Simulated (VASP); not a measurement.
The system is BP.

```
CELL_PARAMETERS angstrom
0.00000 2.15542 2.15542
2.15542 0.00000 2.15542
2.15542 2.15542 0.00000
ATOMIC_POSITIONS crystal
B 0.00000 0.00000 0.00000
P 0.50000 0.50000 0.50000
```

Base run:

- Program: VASP 6.6.1
- Functional: r2SCAN
- Potentials or basis: VASP PAW PBE potentials, release 64 (B, P)
- Cutoff: 550 eV
- k mesh: 8 × 8 × 8
- Occupations: fermi-dirac, width 0.02 eV
- Spin: no spin polarisation

Its results: band gap on the k mesh zero (band 4 reaches 11.22 eV, above the bottom of band 5 at 6.79 eV); pressure -0.8 GPa.

**Question.** The run is repeated on the same cell with these changes: k mesh from 8 × 8 × 8 to 10 × 10 × 10. What comes out?

**Answer.** Band gap on the k mesh zero (band 4 reaches 10.96 eV, above the bottom of band 5 at 6.79 eV); pressure -0.4 GPa.

Caveats: the PAW data sets were made with another functional, which shifts forces and pressure a little.
